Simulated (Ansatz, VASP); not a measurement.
# Two plane-wave programs on InAs

INCAR

```
ALGO     = Normal         # electronic algorithm
EDIFF    = 1E-6           # SCF threshold, eV
ENCUT    = 500            # plane-wave cutoff, eV
GGA      = PE             # functional
GGA_COMPAT= False        
ISIF     = 2              # what is computed and relaxed
ISMEAR   = -1             # smearing method
LASPH    = True           # aspherical terms in the spheres
LCHARG   = False          # write CHGCAR
LREAL    = False          # projectors in reciprocal space
LWAVE    = False          # write WAVECAR
NBANDS   = 16             # bands
NELM     = 120            # most SCF steps
PREC     = Accurate       # precision mode
SIGMA    = 0.02           # smearing width, eV
```

Contents of KPOINTS:

```
k-points
0
Gamma
  8 8 8
```

File POSCAR:

```
InAs
1.0
    0.0000000000      2.9085821147      3.0545915928
    2.9085821147      0.0000000000      3.0545915928
    2.9085821147      2.9085821147      0.0000000000
In As
1 1
Direct
    0.0000000000      0.0000000000      0.0000000000
    0.2500000000      0.2500000000      0.2500000000
```

Input for Ansatz:

```yaml
crystal:
  lattice:
    - [0.0, 2.9085821147, 3.0545915928]
    - [2.9085821147, 0.0, 3.0545915928]
    - [2.9085821147, 2.9085821147, 0.0]
  atoms:
    - { symbol: In, position: [0.0, 0.0, 0.0] }
    - { symbol: As, position: [0.25, 0.25, 0.25] }
kpoints:
  mp_grid: { grid: [8, 8, 8] }
  band_path:
    path:
      - [0.0, 0.0, 0.0]
      - [-0.5, -0.5, 0.0]
      - [-0.375, -0.375, 0.25]
      - [-0.375, 0.0, 0.375]
      - [0.0, 0.0, 0.5]
      - [-0.5, -0.25, 0.25]
    npoints: 1
hamiltonian:
  xc: pbe
scf:
  occupations: { method: fermi_dirac, width: 0.02 }
  n_extra_bands: 4
output:
  forces: true
  stress: true
  eigenvalues: true
```

Change from the starting cell: biaxial_xy strain -4.8%.

Alike in both runs: task single point; functional PBE; k mesh 8 × 8 × 8; occupations fermi-dirac, width 0.02 eV; no spin polarisation.

```csv
,VASP,Ansatz
version,VASP 6.6.1,Ansatz 0.2.0
potentials or method,"VASP PAW PBE potentials, release 64 (In_d, As)","plane waves, PAW"
plane-wave cutoff (eV),500,420
valence electrons in the cell,18,28
```

Ansatz gave:

* pressure (GPa): 9.0
* traceless stress, the component that is largest in VASP (GPa): -1.09

Q: Which values does VASP return?

A: Pressure (GPa): 9.1; traceless stress, the component that is largest in VASP (GPa): -1.08.

The functional is the same, so the differences come from potentials, cutoffs and numerics. VASP's potentials hold 18 valence electrons a cell and Ansatz's 28, so a difference there can come from the potentials and not from the codes.
